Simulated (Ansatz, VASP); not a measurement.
One calculation of Zn, two programs

```
CELL_PARAMETERS angstrom
-0.70650 1.66312 1.66312
1.66312 -0.70650 1.66312
1.66312 1.66312 -0.70650
ATOMIC_POSITIONS crystal
Zn 0.00000 0.00000 0.00000
```

Alike in both runs: task single point; functional PBEsol; k mesh 22 × 22 × 22; occupations gaussian, width 0.15 eV; no spin polarisation.

```csv
,VASP,Ansatz
version,VASP 6.6.1,Ansatz 0.2.0
potentials or method,"VASP PAW PBE potentials, release 64 (Zn), cutoff 520 eV","scalar-relativistic, plane waves, PAW"
valence electrons in the cell,12,12
```

```csv
,VASP,Ansatz,Ansatz less VASP
gap on the k mesh at the Fermi level (eV),none,none,-
pressure (GPa),11.8,11.2,-0.54
"traceless stress, the component that is largest in VASP (GPa)",1.87,1.84,-0.028
```

VASP's potentials were made for PBE, not for PBEsol. A gap of «none» marks a metal or a gap that the smearing closes. The functional is the same, so the differences come from potentials, cutoffs and numerics.
